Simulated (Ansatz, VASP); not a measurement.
## Si3P4: VASP beside Ansatz

INCAR

```
PREC     = Accurate       # precision mode
ENCUT    = 600            # plane-wave cutoff, eV
EDIFF    = 1E-7           # SCF threshold, eV
ISMEAR   = 0              # smearing method
SIGMA    = 0.1            # smearing width, eV
LREAL    = F              # projectors in reciprocal space
LASPH    = T              # aspherical terms in the spheres
NELM     = 100            # most SCF steps
ALGO     = Normal         # electronic algorithm
ISIF     = 3              # what is computed and relaxed
LWAVE    = F              # write WAVECAR
LCHARG   = F              # write CHGCAR
GGA      = PE             # functional
IBRION   = 2              # ionic algorithm
NSW      = 100            # ionic steps
EDIFFG   = -0.01          # ionic threshold
```

The input KPOINTS:

```
Automatic mesh
0
Gamma
  8 8 8
```

POSCAR

```
Si3P4
1.0
    0.0000000000      4.9475754723      4.9475754723
    4.9475754723      0.0000000000      4.9475754723
    4.9475754723      4.9475754723      0.0000000000
Si P
6 8
Direct
    0.2500000000      0.2500000000      0.2500000000
    0.0000000000      0.0000000000      0.0000000000
    0.1250000000      0.6250000000      0.6250000000
    0.6250000000      0.6250000000      0.1250000000
    0.6250000000      0.1250000000      0.6250000000
    0.6250000000      0.6250000000      0.6250000000
    0.8655046106      0.4034861681      0.8655046106
    0.3844953894      0.3844953894      0.3844953894
    0.4034861681      0.8655046106      0.8655046106
    0.3844953894      0.3844953894      0.8465138319
    0.3844953894      0.8465138319      0.3844953894
    0.8655046106      0.8655046106      0.4034861681
    0.8465138319      0.3844953894      0.3844953894
    0.8655046106      0.8655046106      0.8655046106
```

Input for Ansatz:

```yaml
crystal:
  lattice:
    - [0.0, 4.9475754723, 4.9475754723]
    - [4.9475754723, 0.0, 4.9475754723]
    - [4.9475754723, 4.9475754723, 0.0]
  atoms:
    - { symbol: Si, position: [0.25, 0.25, 0.25] }
    - { symbol: Si, position: [0.0, 0.0, 0.0] }
    - { symbol: Si, position: [0.125, 0.625, 0.625] }
    - { symbol: Si, position: [0.625, 0.625, 0.125] }
    - { symbol: Si, position: [0.625, 0.125, 0.625] }
    - { symbol: Si, position: [0.625, 0.625, 0.625] }
    - { symbol: P, position: [0.8655046106, 0.4034861681, 0.8655046106] }
    - { symbol: P, position: [0.3844953894, 0.3844953894, 0.3844953894] }
    - { symbol: P, position: [0.4034861681, 0.8655046106, 0.8655046106] }
    - { symbol: P, position: [0.3844953894, 0.3844953894, 0.8465138319] }
    - { symbol: P, position: [0.3844953894, 0.8465138319, 0.3844953894] }
    - { symbol: P, position: [0.8655046106, 0.8655046106, 0.4034861681] }
    - { symbol: P, position: [0.8465138319, 0.3844953894, 0.3844953894] }
    - { symbol: P, position: [0.8655046106, 0.8655046106, 0.8655046106] }
basis:
  ecutwfc: 420
kpoints:
  mp_grid: { grid: [8, 8, 8] }
hamiltonian:
  xc: pbe
scf:
  occupations: { method: gaussian, width: 0.1 }
output:
  forces: true
  stress: true
  eigenvalues: true
relax:
  adjacent_minimum: "off"
  f_tol: 0.01
  max_steps: 80
  cell: { stress_tol: 0.05 }
```

Alike in both runs: task relaxation of cell and atoms; functional PBE; k mesh 8 × 8 × 8; occupations gaussian, width 0.1 eV; no spin polarisation.

|  | VASP | Ansatz |
| --- | --- | --- |
| version | VASP 6.6.1 | Ansatz 0.2.0 |
| potentials or method | VASP PAW PBE potentials, release 64 (Si, P), cutoff 600 eV | scalar-relativistic, plane waves, PAW |
| valence electrons in the cell | 64 | 64 |

|  | VASP | Ansatz | Ansatz less VASP |
| --- | --- | --- | --- |
| gap on the k mesh at the Fermi level, each at its own relaxed structure (eV) | none | none | - |
| relaxed volume (Å³/atom) | 17.28 | 17.31 | +0.031 |
| relaxed cell length with the largest relative difference (Å) | 6.994 | 6.998 | +0.0042 |

A gap of «none» marks a metal or a gap that the smearing closes.
